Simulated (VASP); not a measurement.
Write the native input for VASP 6.6.1 that does the following.

- Task: relaxation of cell and atoms
- Functional: PBE
- Potentials or basis: VASP PAW PBE potentials, release 64 (Al, B, As)
- Cutoff: 600 eV
- k mesh: 10 × 10 × 10
- Occupations: gaussian, width 0.02 eV
- Spin: no spin polarisation
- Dipole correction: no
- Further INCAR settings: ALGO = Normal; EDIFF = 1e-06; IBRION = 2; EDIFFG = -0.01; NSW = 100; ISIF = 3

The structure of AlB2As3 lies in POSCAR:

```
AlB2As3
1.0
   -1.7915211181      1.7915211181      7.8733944722
    1.7915211181     -1.7915211181      7.8733944722
    1.7915211181      1.7915211181     -7.8733944722
Al B As
1 2 3
Direct
    0.5000000000      0.5000000000      0.0000000000
    0.8245946706      0.8245946706      0.0000000000
    0.1754053294      0.1754053294      0.0000000000
    0.6016159644      0.1016159644      0.5000000000
    0.2500000000      0.7500000000      0.5000000000
    0.8983840356      0.3983840356      0.5000000000
```

One way to write it, as run:

INCAR

```
SYSTEM = AlB2As3
ALGO = Normal
EDIFF = 1E-6
EDIFFG = -0.01
ENCUT = 600
GGA = PE
IBRION = 2
ISIF = 3
ISMEAR = 0
LASPH = .TRUE.
LCHARG = .FALSE.
LREAL = .FALSE.
LWAVE = .FALSE.
NELM = 100
NSW = 100
PREC = Accurate
SIGMA = 0.02
```

KPOINTS

```
k-points
0
G
  10 10 10
  0 0 0
```

Potentials or basis: VASP PAW PBE potentials, release 64 (Al, B, As).

The run is started by

```sh
$ cat potpaw_PBE.64/Al/POTCAR potpaw_PBE.64/B/POTCAR potpaw_PBE.64/As/POTCAR > POTCAR
$ mpirun -np 1 vasp_std > vasp.out
```

It gave:

```json
{"Relaxed volume": "16.89 Å³/atom", "Relaxed cell": "a = 8.294 Å, b = 8.294 Å, c = 8.294 Å, α = 155.06°, β = 155.06°, γ = 35.56°", "Space group after relaxing (to 0.05 Å)": "I-4m2 (No. 119)", "Energy gained by relaxing": "0.1 meV/atom", "Ionic steps": "5", "Pressure after relaxing": "0.0 GPa", "Largest force after relaxing": "0.009 eV/Å", "Band gap on the k mesh": "0.63 eV, indirect (least direct gap 0.68 eV)"}
```

Run time: 18 min on 1 thread of Intel(R) Xeon(R) 6975P-C (Granite Rapids), with other jobs on the host, peak memory 0.91 GiB.
